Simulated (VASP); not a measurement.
Wanted: the native input for a VASP 6.6.1 run.

```
Task                   : single point
Functional             : PBE
Potentials or basis    : VASP PAW PBE potentials, release 64 (Na_pv, Sc_sv)
Cutoff                 : 520 eV
k mesh                 : 12 × 12 × 16
Occupations            : gaussian, width 0.1 eV
Spin                   : no spin polarisation
Dipole correction      : no
Further INCAR settings : ALGO = Fast; EDIFF = 1e-06; NBANDS = 22
```

The structure of NaSc2 lies in POSCAR:

```
NaSc2
1.0
    5.5984065079      0.0000000000      0.0000000000
   -2.7992032539      4.8483622566      0.0000000000
    0.0000000000      0.0000000000      2.9806571705
Na Sc
1 2
Direct
    0.0000000000      0.0000000000      0.0000000000
    0.3333333333      0.6666666667      0.5000000000
    0.6666666667      0.3333333333      0.5000000000
```

The input as run:

INCAR

```
PREC = Accurate ; ENCUT = 520
EDIFF = 1E-6 ; ISMEAR = 0
SIGMA = 0.1 ; LREAL = False
LASPH = True ; NELM = 80
ALGO = Fast ; ISIF = 2
LWAVE = False ; LCHARG = False
GGA = PE ; NBANDS = 22
```

KPOINTS

```
Automatic mesh
0
Gamma
  12 12 16
```

Potentials or basis: VASP PAW PBE potentials, release 64 (Na_pv, Sc_sv).

Launch:

```console
$ cat potpaw_PBE.64/Na_pv/POTCAR potpaw_PBE.64/Sc_sv/POTCAR > POTCAR
$ mpirun -np 1 vasp_std > vasp.out
```

Results of the run:

```
Pressure               : 0.1 GPa
Band gap on the k mesh : zero (an odd number of electrons rules out a gap without spin polarisation)
```

It took 8.8 min on 1 thread of AMD EPYC 7R13 Processor (Zen 3), with other jobs on the host, peak memory 0.37 GiB.
